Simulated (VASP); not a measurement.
Set up this calculation in VASP 6.6.1, as the native input.

```yaml
Task: single point
Functional: PBE
Potentials_or_basis: VASP PAW PBE potentials, release 64 (Al, W_sv)
Cutoff: 500 eV
k_mesh: 12 × 12 × 12
Occupations: gaussian, width 0.1 eV
Spin: no spin polarisation
Dipole_correction: no
Further_INCAR_settings: ALGO = Normal; EDIFF = 1e-06; NBANDS = 20
```

The structure of Al3W lies in POSCAR:

```
Al3W
1.0
    0.0000000000      3.1388873049      3.1388873049
    3.1388873049      0.0000000000      3.1388873049
    3.1388873049      3.1388873049      0.0000000000
Al W
3 1
Direct
    0.5000000000      0.5000000000      0.5000000000
    0.2500000000      0.2500000000      0.2500000000
    0.7500000000      0.7500000000      0.7500000000
    0.0000000000      0.0000000000      0.0000000000
```

The cell was built from a structure type or drawn by symmetry, and may not be a known phase.

One way to write it, as run:

INCAR

```
SYSTEM = Al3W
ALGO = Normal
EDIFF = 1E-6
ENCUT = 500
GGA = PE
GGA_COMPAT = .False.
ISIF = 2
ISMEAR = 0
LASPH = .True.
LCHARG = .False.
LREAL = .False.
LWAVE = .False.
NBANDS = 20
NELM = 120
PREC = Accurate
SIGMA = 0.1
```

KPOINTS

```
k-points
0
Gamma
  12 12 12
  0 0 0
```

Potentials or basis: VASP PAW PBE potentials, release 64 (Al, W_sv).

The run is started by

```bash
$ cat potpaw_PBE.64/Al/POTCAR potpaw_PBE.64/W_sv/POTCAR > POTCAR
$ mpirun -np 1 vasp_std > vasp.out
```

It gave:

```yaml
Pressure: 0.0 GPa
Band_gap_on_the_k_mesh: zero (an odd number of electrons rules out a gap without spin polarisation)
```

Caveat: spin-orbit coupling is left out, which moves the levels of the heavy elements.

It took 40 s on 1 thread of Intel(R) Xeon(R) Platinum 8259CL CPU @ 2.50GHz (Skylake/Cascade Lake), with other jobs on the host, peak memory 0.22 GiB.
